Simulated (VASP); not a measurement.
# SbMo (rocksalt type) (Fm-3m) in VASP: notebook

SbMo (rocksalt type) is run at these levels: LDA; tasks: single point.

Program: VASP 6.6.1. These are calculated values, not measurements. Logs are shortened: lines on timing, memory, paths and dates and some standing lists are left out, and cuts for length are marked.

**1. The cell of the first run**

It takes space group Fm-3m (No. 225, cubic). The conventional cell has a = 5.231 Å, b = 5.231 Å, c = 5.231 Å, α = 90.00°, β = 90.00°, γ = 90.00°. Within 3.5 Å of Mo (site symmetry m-3m) lie 6 Sb at 2.62 Å. Sb (site symmetry m-3m) has 6 Mo at 2.62 Å within 3.5 Å.

**2. Single point, LDA (volume scaled by 0.9)**

INCAR

```
SYSTEM = SbMo
PREC     = Accurate       ! precision mode
ENCUT    = 520            ! plane-wave cutoff, eV
EDIFF    = 1E-6           ! SCF threshold, eV
ISMEAR   = -1             ! smearing method
SIGMA    = 0.1            ! smearing width, eV
LREAL    = .FALSE.        ! projectors in reciprocal space
LASPH    = .TRUE.         ! aspherical terms in the spheres
NELM     = 60             ! most SCF steps
ALGO     = Normal         ! electronic algorithm
ISIF     = 2              ! what is computed and relaxed
LWAVE    = .FALSE.        ! write WAVECAR
LCHARG   = .TRUE.         ! write CHGCAR
LELF     = .TRUE.         ! ELF
LVHAR    = .TRUE.       
NBANDS   = 16             ! bands
```

KPOINTS

```
regular mesh
0
G
  13 13 13
  0 0 0
```

POSCAR

```
SbMo
1.0
    0.0000000000      2.6153992382      2.6153992382
    2.6153992382      0.0000000000      2.6153992382
    2.6153992382      2.6153992382      0.0000000000
Mo Sb
1 1
Direct
    0.0000000000      0.0000000000      0.0000000000
    0.5000000000      0.5000000000      0.5000000000
```

Potentials or basis: VASP PAW LDA potentials, release 64 (Mo_sv, Sb).

Launch:

```bash
> cat potpaw_LDA.64/Mo_sv/POTCAR potpaw_LDA.64/Sb/POTCAR > POTCAR
> mpirun -np 1 vasp_std > vasp.out
```

OUTCAR:

```text
SYSTEM = SbMo
   PREC = Accurate
   ENCUT = 520
   EDIFF = 1E-6
   ISMEAR = -1
   LREAL = .FALSE.
   LASPH = .TRUE.
   NELM = 60
   ISIF = 2

 ion  position               nearest neighbor table
   1  0.000  0.000  0.000-   2 2.62   2 2.62   2 2.62   2 2.62   2 2.62   2 2.62
   2  0.500  0.500  0.500-   1 2.62   1 2.62   1 2.62   1 2.62   1 2.62   1 2.62

  LATTYP: Found a face centered cubic cell.
 ALAT       =     5.2307984764

  Lattice vectors:

 A1 = (   0.0000000000,   2.6153992382,   2.6153992382)
 A2 = (   2.6153992382,   0.0000000000,   2.6153992382)
 A3 = (   2.6153992382,   2.6153992382,   0.0000000000)

Analysis of symmetry for initial positions (statically):
=====================================================================
 Subroutine PRICEL returns:
 Original cell was already a primitive cell.

 Routine SETGRP: Setting up the symmetry group for a
 face centered cubic supercell.

 Subroutine GETGRP returns: Found 48 space group operations
 (whereof 48 operations were pure point group operations)
 out of a pool of 48 trial point group operations.

The static configuration has the point symmetry O_h .

Analysis of symmetry for dynamics (positions and initial velocities):
=====================================================================
 Subroutine PRICEL returns:
 Original cell was already a primitive cell.

 Routine SETGRP: Setting up the symmetry group for a
 face centered cubic supercell.

 Subroutine GETGRP returns: Found 48 space group operations
 (whereof 48 operations were pure point group operations)
 out of a pool of 48 trial point group operations.

The dynamic configuration has the point symmetry O_h .

 Subroutine INISYM returns: Found 48 space group operations
 (whereof 48 operations are pure point group operations),
 and found     1 'primitive' translations

----------------------------------------------------------------------------------------

                                     Primitive cell

  volume of cell :      35.7803

  direct lattice vectors                    reciprocal lattice vectors
     0.000000000  2.615399238  2.615399238    -0.191175402  0.191175402  0.191175402
     2.615399238  0.000000000  2.615399238     0.191175402 -0.191175402  0.191175402
     2.615399238  2.615399238  0.000000000     0.191175402  0.191175402 -0.191175402

  length of vectors
     3.698733074  3.698733074  3.698733074     0.331125509  0.331125509  0.331125509

  position of ions in fractional coordinates (direct lattice)
[... 73 lines left out ...]
   ISPIN  =      1    spin polarized calculation?
   LNONCOLLINEAR =      F non collinear calculations
   LSORBIT =      F    spin-orbit coupling
   LASPH  =      T    aspherical Exc in radial PAW
   ENCUT  =  520.0 eV  38.22 Ry    6.18 a.u.   6.88  6.88  6.88*2*pi/ulx,y,z
   NELM   =     60;   NELMIN=  2; NELMDL= -5     # of ELM steps
   EDIFF  = 0.1E-05   stopping-criterion for ELM
   LREAL  =      F    real-space projection
   EDIFFG = 0.1E-04   stopping-criterion for IOM
   NSW    =      0    number of steps for IOM
   IBRION =     -1    ionic relax: 0-MD 1-quasi-New 2-CG
   NFREE  =      0    steps in history (QN), initial steepest desc. (CG)
   ISIF   =      2    stress and relaxation
   ISYM   =      2    0-nonsym 1-usesym 2-fastsym
   POTIM  = 0.5000    time-step for ionic-motion
   TEBEG  =    0.0;   TEEND  =   0.0 temperature during run
   PSTRESS=    0.0 pullay stress
   NELECT =      19.0000    total number of electrons
   NUPDOWN=      -1.0000    fix difference up-down
   EMIN   =  10.00;   EMAX   =-10.00  energy-range for DOS
   EFERMI =   0.00;   METHOD = LEGACY
   ISMEAR =    -1;   SIGMA  =   0.10  broadening in eV -4-tet -1-fermi 0-gaus
   EFERMI_NEDOS =   21; number of points for ismear=-14 and -15
   IALGO  =     38    algorithm
   IMIX   =      4    mixing-type and parameters
     AMIX     =   0.40;   BMIX     =  1.00
     AMIX_MAG =   1.60;   BMIX_MAG =  1.00
  volume/ion in A,a.u.               =      17.89       120.73
  Fermi-wavevector in a.u.,A,eV,Ry     =   1.325698  2.505207 23.911913  1.757476
  Thomas-Fermi vector in A             =   2.455140
   LORBIT       =      0    0 simple, 1 ext, 2 COOP (PROOUT), +10 PAW based schemes
   GGA     = CA    functional components
   LHFCALC =     F    Hartree Fock is set to
   AEXX    =    0.0000 exact exchange contribution
   IVDW    =     0    specifies the selected vdW correction
   LEPSILON=     F    determine dielectric tensor
   LRPA    =     F    only Hartree local field effects (RPA)
 non-spin polarized calculation
  energy-cutoff  :      520.00
  volume of cell :       35.78
 maximum number of plane-waves:       974
   NGX = 13   NGY = 13   NGZ = 13

 number of electron      19.0000002 magnetization

 Free energy of the ion-electron system (eV)
  ---------------------------------------------------
  ext. energy  EPLUGINS =         0.00000000
  ---------------------------------------------------
  free energy    TOTEN  =       -15.23517551 eV

  energy without entropy =      -15.14679415  energy(sigma->0) =      -15.19098483

 E-fermi :  12.4294     XC(G=0): -12.3961

 val. band max:       12.4085713564   @ k =  -0.3846   0.1538   0.0000
 cond. band min:      12.4377384328   @ k =   0.4615   0.1538   0.0000
 fundamental gap:      0.0291670764
 Fermi energy:        12.4293956499

 k-point     1 :       0.0000    0.0000    0.0000
  band No.  band energies     occupation
      1     -47.9997      2.00000
      2     -22.3664      2.00000
      3     -22.3664      2.00000
      4     -22.3664      2.00000
      5      -0.5791      2.00000
      6      10.6528      2.00000
[... 433 lines left out ...]
      3     -22.3775      2.00000
      4     -22.3737      2.00000
      5       2.0797      2.00000
      6       6.1711      2.00000
[... 8 lines left out ...]
     15      21.1705      0.00000
     16      22.0456      0.00000

 [... further k-points ...]
[... 5 lines left out ...]
  --------------------------------------------------------------------------------------
  -------------------------------------------------------------------------------------
  Total        4.4394358      4.4394358      4.4394358     -0.0000000      0.0000000     -0.0000000
  in kB      198.7899336    198.7899336    198.7899336     -0.0000000      0.0000000     -0.0000000
  external PRESSURE =     198.7899336 kB  Pullay stress =       0.0000000 kB

 VOLUME and BASIS-vectors are now :
 -----------------------------------------------------------------------------
  energy-cutoff  :      520.00
  volume of cell :       35.78
      direct lattice vectors                 reciprocal lattice vectors
     0.000000000  2.615399238  2.615399238    -0.191175402  0.191175402  0.191175402
     2.615399238  0.000000000  2.615399238     0.191175402 -0.191175402  0.191175402
     2.615399238  2.615399238  0.000000000     0.191175402  0.191175402 -0.191175402

 POSITION                                       TOTAL-FORCE (eV/Angst)
 -----------------------------------------------------------------------------------
      0.00000      0.00000      0.00000        -0.000000      0.000000      0.000000
      2.61540      2.61540      2.61540         0.000000     -0.000000     -0.000000
 -----------------------------------------------------------------------------------
    total drift:                               -0.000000      0.000000      0.000000

  FREE ENERGIE OF THE ION-ELECTRON SYSTEM (eV)
  ---------------------------------------------------
  free  energy   TOTEN  =       -15.2351755115 eV

  energy  without entropy=      -15.1467941493  energy(sigma->0) =      -15.19098483
```

OSZICAR:

```text
N       E                     dE             d eps       ncg     rms          rms(c)
DAV:   1     0.135982754446E+03    0.13598E+03   -0.90300E+03  2688   0.109E+03
DAV:   2    -0.129004255093E+02   -0.14888E+03   -0.14580E+03  3440   0.315E+02
DAV:   3    -0.155597385297E+02   -0.26593E+01   -0.26493E+01  3080   0.443E+01
DAV:   4    -0.155818588098E+02   -0.22120E-01   -0.22119E-01  3552   0.477E+00
DAV:   5    -0.155823547247E+02   -0.49591E-03   -0.49591E-03  3248   0.629E-01    0.154E+01
DAV:   6    -0.152659161715E+02    0.31644E+00   -0.13951E+00  2808   0.967E+00    0.488E+00
DAV:   7    -0.152437968268E+02    0.22119E-01   -0.73500E-02  2824   0.268E+00    0.366E+00
DAV:   8    -0.152352472310E+02    0.85496E-02   -0.10504E-02  3232   0.679E-01    0.267E-01
DAV:   9    -0.152351974956E+02    0.49735E-04   -0.21625E-04  2960   0.100E-01    0.961E-02
DAV:  10    -0.152351770631E+02    0.20433E-04   -0.30096E-05  3240   0.419E-02    0.428E-02
DAV:  11    -0.152351756295E+02    0.14336E-05   -0.56615E-06  2960   0.145E-02    0.793E-03
DAV:  12    -0.152351755115E+02    0.11794E-06   -0.37826E-07  2336   0.401E-03
   1 F= -.15235176E+02 E0= -.15190985E+02  d E =-.883814E-01
```

stdout:

```text
POSCAR found type information on POSCAR MoSb
 POSCAR found :  2 types and       2 ions
 scaLAPACK will be used
 LDA part: xc-table for (Slater(with rela. corr.)+CA(PZ))
 , standard interpolation
 POSCAR, INCAR and KPOINTS ok, starting setup
 FFT: planning ... GRIDC
 FFT: planning ... GRID_SOFT
 FFT: planning ... GRID
 WAVECAR not read
 entering main loop
```

Run time: 62 s. Hardware: 1 thread of Intel Xeon 8259CL, shared host; peak memory 0.18 GiB.

Results:

* Free energy: -15.2352 eV
* Pressure: 19.9 GPa

Levels at points of the mesh, in eV from the Fermi level:
```tsv
k point	band 7	band 8	band 9	band 10	band 11	band 12	band 13	band 14
(0.00, 0.00, 0.00)	-1.78	-1.78	-1.10	-1.10	1.58	1.58	1.58	6.73
```

Caveat: the cell differs from its parent crystal (volume scaled by 0.9); spin-orbit coupling is left out, which moves the levels of the heavy elements.

**3. Single point, LDA**

This run uses another cell than the first one, of 19.88 Å³/atom, 1.111 times its volume.

INCAR

```
  PREC = Accurate
  ENCUT = 520
  EDIFF = 1E-7
  ISMEAR = -1
  SIGMA = 0.1
  LREAL = False
  LASPH = True
  NELM = 100
  ALGO = Normal
  ISIF = 2
  LWAVE = False
  LCHARG = False
  GGA = CA
  NBANDS = 16
```

KPOINTS

```
regular mesh
0
Gamma
  13 13 13
```

POSCAR

```
SbMo
1.0
    0.0000000000      2.7088845096      2.7088845096
    2.7088845096      0.0000000000      2.7088845096
    2.7088845096      2.7088845096      0.0000000000
Mo Sb
1 1
Direct
    0.0000000000      0.0000000000      0.0000000000
    0.5000000000      0.5000000000      0.5000000000
```

Potentials or basis: VASP PAW LDA potentials, release 64 (Mo_sv, Sb).

Launch:

```bash
> cat potpaw_LDA.64/Mo_sv/POTCAR potpaw_LDA.64/Sb/POTCAR > POTCAR
> mpirun -np 1 vasp_std > vasp.out
```

OUTCAR:

```text
PREC = Accurate
   ENCUT = 520
   EDIFF = 1E-7
   ISMEAR = -1
   LREAL = False
   LASPH = True
   NELM = 100
   ISIF = 2
   GGA = CA

 ion  position               nearest neighbor table
   1  0.000  0.000  0.000-   2 2.71   2 2.71   2 2.71   2 2.71   2 2.71   2 2.71
   2  0.500  0.500  0.500-   1 2.71   1 2.71   1 2.71   1 2.71   1 2.71   1 2.71

  LATTYP: Found a face centered cubic cell.
 ALAT       =     5.4177690192

  Lattice vectors:

 A1 = (   0.0000000000,   2.7088845096,   2.7088845096)
 A2 = (   2.7088845096,   0.0000000000,   2.7088845096)
 A3 = (   2.7088845096,   2.7088845096,   0.0000000000)

Analysis of symmetry for initial positions (statically):
=====================================================================
 Subroutine PRICEL returns:
 Original cell was already a primitive cell.

 Routine SETGRP: Setting up the symmetry group for a
 face centered cubic supercell.

 Subroutine GETGRP returns: Found 48 space group operations
 (whereof 48 operations were pure point group operations)
 out of a pool of 48 trial point group operations.

The static configuration has the point symmetry O_h .

Analysis of symmetry for dynamics (positions and initial velocities):
[... 153 lines left out ...]
  ---------------------------------------------------
  free energy    TOTEN  =       -15.46527299 eV

  energy without entropy =      -15.36428024  energy(sigma->0) =      -15.41477662

 E-fermi :  10.8052     XC(G=0): -11.8708

 val. band max:       10.7891097442   @ k =   0.4615   0.3846   0.0000
 cond. band min:      10.8125472045   @ k =   0.4615   0.3846   0.0769
 fundamental gap:      0.0234374602
 Fermi energy:        10.8051681456

 k-point     1 :       0.0000    0.0000    0.0000
  band No.  band energies     occupation
      1     -49.7220      2.00000
      2     -24.0447      2.00000
      3     -24.0447      2.00000
      4     -24.0447      2.00000
      5      -1.5099      2.00000
      6       9.2950      2.00000
[... 433 lines left out ...]
      3     -24.0533      2.00000
      4     -24.0508      2.00000
      5       0.7809      2.00000
      6       5.0657      2.00000
[... 8 lines left out ...]
     15      18.6530      0.00000
     16      19.8105      0.00000

 [... further k-points ...]
[... 5 lines left out ...]
  --------------------------------------------------------------------------------------
  -------------------------------------------------------------------------------------
  Total        0.0917885      0.0917885      0.0917885      0.0000000     -0.0000000      0.0000000
  in kB        3.6991113      3.6991113      3.6991113      0.0000000     -0.0000000      0.0000000
  external PRESSURE =       3.6991113 kB  Pullay stress =       0.0000000 kB

 VOLUME and BASIS-vectors are now :
 -----------------------------------------------------------------------------
  energy-cutoff  :      520.00
  volume of cell :       39.76
      direct lattice vectors                 reciprocal lattice vectors
     0.000000000  2.708884510  2.708884510    -0.184577821  0.184577821  0.184577821
     2.708884510  0.000000000  2.708884510     0.184577821 -0.184577821  0.184577821
     2.708884510  2.708884510  0.000000000     0.184577821  0.184577821 -0.184577821

 POSITION                                       TOTAL-FORCE (eV/Angst)
 -----------------------------------------------------------------------------------
      0.00000      0.00000      0.00000         0.000000      0.000000      0.000000
      2.70888      2.70888      2.70888        -0.000000     -0.000000     -0.000000
 -----------------------------------------------------------------------------------
    total drift:                               -0.000000      0.000000      0.000000

  FREE ENERGIE OF THE ION-ELECTRON SYSTEM (eV)
  ---------------------------------------------------
  free  energy   TOTEN  =       -15.4652729926 eV

  energy  without entropy=      -15.3642802401  energy(sigma->0) =      -15.41477662
```

Wall time 64 s (1 thread of Intel Xeon 8259CL, shared host); peak memory 0.18 GiB.

What came out:

```yaml
Free_energy: -15.4653 eV
Pressure: 0.4 GPa
```

Caveat: spin-orbit coupling is left out, which moves the levels of the heavy elements.
